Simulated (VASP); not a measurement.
# BaTe (P4/mmm) in VASP: further runs, part 3 of 3

VASP 6.6.1. Earlier steps stand in the parts before.

## Step 5: Single point, LDA (strain +0.0875 x Voigt [0, 0, 1, 0, 0, 0])

File INCAR:

```
SYSTEM = BaTe
  PREC = Accurate
  ENCUT = 520
  EDIFF = 1E-6
  ISMEAR = 0
  SIGMA = 0.05
  LREAL = .False.
  LASPH = .True.
  NELM = 100
  ALGO = Normal
  ISIF = 2
  LWAVE = .False.
  LCHARG = .False.
  NBANDS = 15
```

File KPOINTS:

```
Automatic mesh
0
Gamma
  6 6 6
  0 0 0
```

File POSCAR:

```
BaTe
1.0
    4.2624660000      0.0000000000      0.0000000000
    0.0000000000      4.2624660000      0.0000000000
    0.0000000000      0.0000000000      4.6354317750
Ba Te
1 1
Direct
    0.0000000000      0.0000000000      0.0000000000
    0.5000000000      0.5000000000      0.5000000000
```

Potentials or basis: VASP PAW LDA potentials, release 64 (Ba_sv, Te).

Run with:

```bash
$ cat potpaw_LDA.64/Ba_sv/POTCAR potpaw_LDA.64/Te/POTCAR > POTCAR
$ mpirun -np 1 vasp_std > vasp.out
```

OUTCAR:

```text
SYSTEM = BaTe
   PREC = Accurate
   ENCUT = 520
   EDIFF = 1E-6
   ISMEAR = 0
   LREAL = .False.
   LASPH = .True.
   NELM = 100
   ISIF = 2

 ion  position               nearest neighbor table
   1  0.000  0.000  0.000-   2 3.80   2 3.80   2 3.80   2 3.80   2 3.80   2 3.80   2 3.80   2 3.80

   2  0.500  0.500  0.500-   1 3.80   1 3.80   1 3.80   1 3.80   1 3.80   1 3.80   1 3.80   1 3.80

  LATTYP: Found a simple tetragonal cell.
 ALAT       =     4.2624660000
 C/A-ratio  =     1.0875000000

  Lattice vectors:

 A1 = (   4.2624660000,   0.0000000000,   0.0000000000)
 A2 = (   0.0000000000,   4.2624660000,   0.0000000000)
 A3 = (   0.0000000000,   0.0000000000,   4.6354317750)

Analysis of symmetry for initial positions (statically):
=====================================================================
 Subroutine PRICEL returns:
 Original cell was already a primitive cell.

 Routine SETGRP: Setting up the symmetry group for a
 simple tetragonal supercell.

 Subroutine GETGRP returns: Found 16 space group operations
 (whereof 16 operations were pure point group operations)
 out of a pool of 16 trial point group operations.

The static configuration has the point symmetry D_4h.

Analysis of symmetry for dynamics (positions and initial velocities):
=====================================================================
 Subroutine PRICEL returns:
 Original cell was already a primitive cell.

 Routine SETGRP: Setting up the symmetry group for a
 simple tetragonal supercell.

 Subroutine GETGRP returns: Found 16 space group operations
 (whereof 16 operations were pure point group operations)
 out of a pool of 16 trial point group operations.

The dynamic configuration has the point symmetry D_4h.

 Subroutine INISYM returns: Found 16 space group operations
 (whereof 16 operations are pure point group operations),
 and found     1 'primitive' translations

----------------------------------------------------------------------------------------

                                     Primitive cell

  volume of cell :      84.2194
[... 120 lines left out ...]
 non-spin polarized calculation
 Gauss-broadening in eV      SIGMA  =   0.05
  energy-cutoff  :      520.00
  volume of cell :       84.22
 maximum number of plane-waves:      2312
 NGX is ok and might be reduce to    32
   NGX = 15   NGY = 15   NGZ = 17

 number of electron      15.9999999 magnetization

 Free energy of the ion-electron system (eV)
  ---------------------------------------------------
  ext. energy  EPLUGINS =         0.00000000
  ---------------------------------------------------
  free energy    TOTEN  =        -9.07012389 eV

  energy without entropy =       -9.07012389  energy(sigma->0) =       -9.07012389

 E-fermi :   3.4519     XC(G=0):  -8.7213

 val. band max:        3.2365377767   @ k =   0.5000   0.0000   0.5000
 cond. band min:       3.6564848656   @ k =   0.0000   0.0000   0.0000
 fundamental gap:      0.4199470888
 Fermi energy:         3.4518912524

 k-point     1 :       0.0000    0.0000    0.0000
  band No.  band energies     occupation
      1     -25.2147      2.00000
      2     -10.2781      2.00000
      3     -10.2464      2.00000
      4     -10.2464      2.00000
      5      -7.1531      2.00000
      6       2.2400      2.00000
      7       2.8837      2.00000
      8       2.8837      2.00000
      9       3.6565      0.00000
     10       3.8297      0.00000
     11       4.8826      0.00000
     12       7.1600      0.00000
     13       7.1600      0.00000
     14       7.5999      0.00000
[... 401 lines left out ...]
      2     -10.6461      2.00000
      3     -10.3702      2.00000
      4     -10.1927      2.00000
      5      -6.6764      2.00000
      6       0.6600      2.00000
      7       1.3218      2.00000
      8       3.0274      2.00000
      9       4.1624      0.00000
     10       5.8264      0.00000
     11       6.3308      0.00000
     12       6.4702      0.00000
     13       7.4970      0.00000
     14       9.2642      0.00000
     15      10.0493      0.00000

 [... further k-points ...]

------------------------ aborting loop because EDIFF is reached ----------------------------------------

  FORCE on cell =-STRESS in cart. coord.  units (eV):
  Direction    XX          YY          ZZ          XY          YZ          ZX
  --------------------------------------------------------------------------------------
  -------------------------------------------------------------------------------------
  Total       -1.4740968     -1.4740968     -4.3072371      0.0000000      0.0000000      0.0000000
  in kB      -28.0430038    -28.0430038    -81.9402552      0.0000000      0.0000000      0.0000000
  external PRESSURE =     -46.0087543 kB  Pullay stress =       0.0000000 kB

 VOLUME and BASIS-vectors are now :
 -----------------------------------------------------------------------------
  energy-cutoff  :      520.00
  volume of cell :       84.22
      direct lattice vectors                 reciprocal lattice vectors
     4.262466000  0.000000000  0.000000000     0.234605977  0.000000000  0.000000000
     0.000000000  4.262466000  0.000000000     0.000000000  0.234605977  0.000000000
     0.000000000  0.000000000  4.635431775     0.000000000  0.000000000  0.215729634

 POSITION                                       TOTAL-FORCE (eV/Angst)
 -----------------------------------------------------------------------------------
      0.00000      0.00000      0.00000         0.000000      0.000000      0.000000
      2.13123      2.13123      2.31772         0.000000      0.000000      0.000000
 -----------------------------------------------------------------------------------
    total drift:                                0.000000      0.000000     -0.000000

  FREE ENERGIE OF THE ION-ELECTRON SYSTEM (eV)
  ---------------------------------------------------
  free  energy   TOTEN  =        -9.0701238865 eV

  energy  without entropy=       -9.0701238865  energy(sigma->0) =       -9.07012389
```

OSZICAR:

```text
N       E                     dE             d eps       ncg     rms          rms(c)
DAV:   1     0.799441185407E+02    0.79944E+02   -0.63893E+03  1200   0.898E+02
DAV:   2    -0.418244677305E+01   -0.84127E+02   -0.78119E+02  1635   0.153E+02
DAV:   3    -0.913822723072E+01   -0.49558E+01   -0.49232E+01  1646   0.395E+01
DAV:   4    -0.926361084969E+01   -0.12538E+00   -0.12536E+00  1627   0.619E+00
DAV:   5    -0.926532590196E+01   -0.17151E-02   -0.17150E-02  1686   0.632E-01    0.335E+00
DAV:   6    -0.909514635574E+01    0.17018E+00   -0.13052E-01  1403   0.199E+00    0.206E+00
DAV:   7    -0.907096671086E+01    0.24180E-01   -0.85680E-02  1607   0.156E+00    0.740E-01
DAV:   8    -0.907052757903E+01    0.43913E-03   -0.19982E-02  1249   0.674E-01    0.191E-01
DAV:   9    -0.907031231649E+01    0.21526E-03   -0.20517E-03  1460   0.246E-01    0.911E-02
DAV:  10    -0.907012270301E+01    0.18961E-03   -0.41686E-04  1333   0.122E-01    0.206E-02
DAV:  11    -0.907012369352E+01   -0.99050E-06   -0.70760E-05  1466   0.387E-02    0.195E-02
DAV:  12    -0.907012388648E+01   -0.19297E-06   -0.47736E-06  1452   0.979E-03
   1 F= -.90701239E+01 E0= -.90701239E+01  d E =-.928142E-11
```

stdout:

```text
POSCAR found type information on POSCAR BaTe
 POSCAR found :  2 types and       2 ions
 scaLAPACK will be used
 LDA part: xc-table for (Slater(with rela. corr.)+CA(PZ))
 , standard interpolation
 POSCAR, INCAR and KPOINTS ok, starting setup
 FFT: planning ... GRIDC
 FFT: planning ... GRID_SOFT
 FFT: planning ... GRID
 WAVECAR not read
 entering main loop
```

Wall time 32 s (1 thread of AMD EPYC 7R13 (Zen 3), shared host); peak memory 0.16 GiB.

What came out:

```yaml
Free_energy: -9.0701 eV
Pressure: -4.6 GPa
Band_gap_on_the_k_mesh: 0.42 eV, indirect (least direct gap 0.53 eV)
```

Caveat: the cell differs from its parent crystal (strain +0.0875 x Voigt [0, 0, 1, 0, 0, 0]); spin-orbit coupling is left out, which moves the levels of the heavy elements.

## Step 6: Single point, LDA (strain +0.1000 x Voigt [0, 0, 1, 0, 0, 0])

File INCAR:

```
SYSTEM = BaTe
ALGO = Normal
EDIFF = 1E-7
ENCUT = 520
GGA = CA
ISIF = 2
ISMEAR = 0
LASPH = .True.
LCHARG = .True.
LELF = .True.
LREAL = .False.
LVHAR = .True.
LWAVE = .False.
NBANDS = 15
NELM = 60
PREC = Accurate
SIGMA = 0.05
```

File KPOINTS:

```
k-points
0
Gamma
  6 6 6
  0 0 0
```

POSCAR: that of step 5 with these lines changed.

```diff
@@ -4,3 +4,3 @@
     0.0000000000      4.2624660000      0.0000000000
-    0.0000000000      0.0000000000      4.6354317750
+    0.0000000000      0.0000000000      4.6887126000
 Ba Te
```

Potentials or basis: VASP PAW LDA potentials, release 64 (Ba_sv, Te).

Run with:

```bash
$ cat potpaw_LDA.64/Ba_sv/POTCAR potpaw_LDA.64/Te/POTCAR > POTCAR
$ mpirun -np 1 vasp_std > vasp.out
```

OUTCAR:

```text
SYSTEM = BaTe
   EDIFF = 1E-7
   ENCUT = 520
   GGA = CA
   ISIF = 2
   ISMEAR = 0
   LASPH = .True.
   LREAL = .False.
   NELM = 60
   PREC = Accurate

 ion  position               nearest neighbor table
   1  0.000  0.000  0.000-   2 3.82   2 3.82   2 3.82   2 3.82   2 3.82   2 3.82   2 3.82   2 3.82

   2  0.500  0.500  0.500-   1 3.82   1 3.82   1 3.82   1 3.82   1 3.82   1 3.82   1 3.82   1 3.82

  LATTYP: Found a simple tetragonal cell.
 ALAT       =     4.2624660000
 C/A-ratio  =     1.1000000000

  Lattice vectors:

 A1 = (   4.2624660000,   0.0000000000,   0.0000000000)
[... 613 lines left out ...]
     13       7.3649      0.00000
     14       9.1608      0.00000
     15       9.8326      0.00000

 [... further k-points ...]
[... 5 lines left out ...]
  --------------------------------------------------------------------------------------
  -------------------------------------------------------------------------------------
  Total       -1.4789377     -1.4789377     -4.6914143      0.0000000      0.0000000      0.0000000
  in kB      -27.8153805    -27.8153805    -88.2345956      0.0000000      0.0000000      0.0000000
  external PRESSURE =     -47.9551189 kB  Pullay stress =       0.0000000 kB

 VOLUME and BASIS-vectors are now :
 -----------------------------------------------------------------------------
  energy-cutoff  :      520.00
  volume of cell :       85.19
      direct lattice vectors                 reciprocal lattice vectors
     4.262466000  0.000000000  0.000000000     0.234605977  0.000000000  0.000000000
     0.000000000  4.262466000  0.000000000     0.000000000  0.234605977  0.000000000
     0.000000000  0.000000000  4.688712600     0.000000000  0.000000000  0.213278161

 POSITION                                       TOTAL-FORCE (eV/Angst)
 -----------------------------------------------------------------------------------
      0.00000      0.00000      0.00000         0.000000      0.000000      0.000000
      2.13123      2.13123      2.34436         0.000000      0.000000      0.000000
 -----------------------------------------------------------------------------------
    total drift:                                0.000000      0.000000     -0.000000

  FREE ENERGIE OF THE ION-ELECTRON SYSTEM (eV)
  ---------------------------------------------------
  free  energy   TOTEN  =        -9.0186662169 eV

  energy  without entropy=       -9.0186662152  energy(sigma->0) =       -9.01866622
```

stdout:

```text
POSCAR found type information on POSCAR BaTe
 POSCAR found :  2 types and       2 ions
 scaLAPACK will be used
 LDA part: xc-table for (Slater(with rela. corr.)+CA(PZ))
 , standard interpolation
 POSCAR, INCAR and KPOINTS ok, starting setup
 FFT: planning ... GRIDC
 FFT: planning ... GRID_SOFT
 FFT: planning ... GRID
 WAVECAR not read
 entering main loop
```

It took 43 s on 1 thread of AMD EPYC 7R13 (Zen 3), shared host; peak memory 0.16 GiB.

Results:

| Item | Value |
| --- | --- |
| Free energy | -9.0187 eV |
| Pressure | -4.8 GPa |
| Band gap on the k mesh | 0.35 eV, indirect (least direct gap 0.48 eV) |

Levels at points of the mesh, in eV from the valence-band top:
| k point | band 6 | band 7 | band 8 | band 9 | band 10 | band 11 |
| --- | --- | --- | --- | --- | --- | --- |
| (0.00, 0.00, 0.00) | -1.07 | -0.35 | -0.35 | 0.35 | 0.57 | 1.61 |
| (0.50, 0.00, 0.00) | -3.31 | -1.50 | -0.63 | 1.29 | 3.83 | 4.26 |
| (0.50, 0.50, 0.00) | -2.10 | -2.10 | -0.61 | 0.96 | 1.44 | 2.11 |
| (0.00, 0.00, 0.50) | -3.41 | -0.77 | -0.77 | 1.02 | 3.48 | 4.21 |
| (0.50, 0.00, 0.50) | -2.26 | -2.04 | 0.00 | 0.48 | 2.27 | 2.60 |
| (0.50, 0.50, 0.50) | -2.79 | -2.79 | -2.77 | 3.96 | 4.16 | 4.16 |

Caveat: the cell differs from its parent crystal (strain +0.1000 x Voigt [0, 0, 1, 0, 0, 0]); spin-orbit coupling is left out, which moves the levels of the heavy elements.

## Step 7: Overview

| cell | gap on the mesh (eV) | pressure (GPa) |
| --- | --- | --- |
| a = 4.262, b = 4.262, c = 3.836 Å, 2 atoms | none | 0.6 |
| a = 4.262, b = 4.262, c = 3.943 Å, 2 atoms | none | -0.4 |
| a = 4.262, b = 4.262, c = 4.582 Å, 2 atoms | 0.48 | -4.4 |
| a = 4.262, b = 4.262, c = 4.635 Å, 2 atoms | 0.42 | -4.6 |
| a = 4.262, b = 4.262, c = 4.689 Å, 2 atoms | 0.35 | -4.8 |

Alike in all rows: task single point; level LDA; potentials or basis VASP PAW LDA potentials, release 64 (Ba_sv, Te); no spin polarisation; k mesh 6 × 6 × 6; cutoff (eV) 520; smearing gaussian 0.05 eV.

Caveats: spin-orbit coupling is left out, which moves the levels of the heavy elements.

Total energies depend on the potentials used, so only differences within one code and one set of settings carry meaning.
